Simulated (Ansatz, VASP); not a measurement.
BeI: VASP beside Ansatz

Contents of INCAR:

```
SYSTEM = BeI
ALGO = Normal
EDIFF = 1E-6
EDIFFG = -0.01
ENCUT = 600
GGA = PE
IBRION = 2
ISIF = 3
ISMEAR = 0
LASPH = .TRUE.
LCHARG = .FALSE.
LREAL = .FALSE.
LWAVE = .FALSE.
NELM = 100
NSW = 100
PREC = Accurate
SIGMA = 0.1
```

File KPOINTS:

```
k-points
0
G
  16 16 16
  0 0 0
```

POSCAR

```
BeI
1.0
    0.0000000000      3.0355654903      3.0355654903
    3.0355654903      0.0000000000      3.0355654903
    3.0355654903      3.0355654903      0.0000000000
Be I
1 1
Direct
    0.0000000000      0.0000000000      0.0000000000
    0.7500000000      0.7500000000      0.7500000000
```

Input for Ansatz:

```yaml
crystal:
  lattice:
    - [0.0, 3.0355654903, 3.0355654903]
    - [3.0355654903, 0.0, 3.0355654903]
    - [3.0355654903, 3.0355654903, 0.0]
  atoms:
    - { symbol: Be, position: [0.0, 0.0, 0.0] }
    - { symbol: I, position: [0.75, 0.75, 0.75] }
basis:
  ecutwfc: 420
kpoints:
  mp_grid: { grid: [16, 16, 16] }
hamiltonian:
  xc: pbe
scf:
  occupations: { method: gaussian, width: 0.1 }
output:
  forces: true
  stress: true
  eigenvalues: true
relax:
  adjacent_minimum: "off"
  f_tol: 0.01
  max_steps: 80
  cell: { stress_tol: 0.05 }
```

Alike in both runs: task relaxation of cell and atoms; functional PBE; k mesh 16 × 16 × 16; occupations gaussian, width 0.1 eV; no spin polarisation.

|  | VASP | Ansatz |
| --- | --- | --- |
| version | VASP 6.6.1 | Ansatz 0.2.0 |
| potentials or method | VASP PAW PBE potentials, release 64 (Be, I), cutoff 600 eV | scalar-relativistic, plane waves, PAW |
| valence electrons in the cell | 9 | 19 |

```tsv
	VASP	Ansatz	Ansatz less VASP
gap on the k mesh at the Fermi level, each at its own relaxed structure (eV)	none	none	-
relaxed volume (Å³/atom)	27.44	27.56	+0.118
relaxed length of the cell vector where the two differ most in proportion (Å)	4.266	4.272	+0.0061
```

A gap of «none» marks a metal or a gap that the smearing closes. VASP's potentials hold 9 valence electrons a cell and Ansatz's 19, so a difference there can come from the potentials and not from the codes.

Spin-orbit coupling is off throughout.
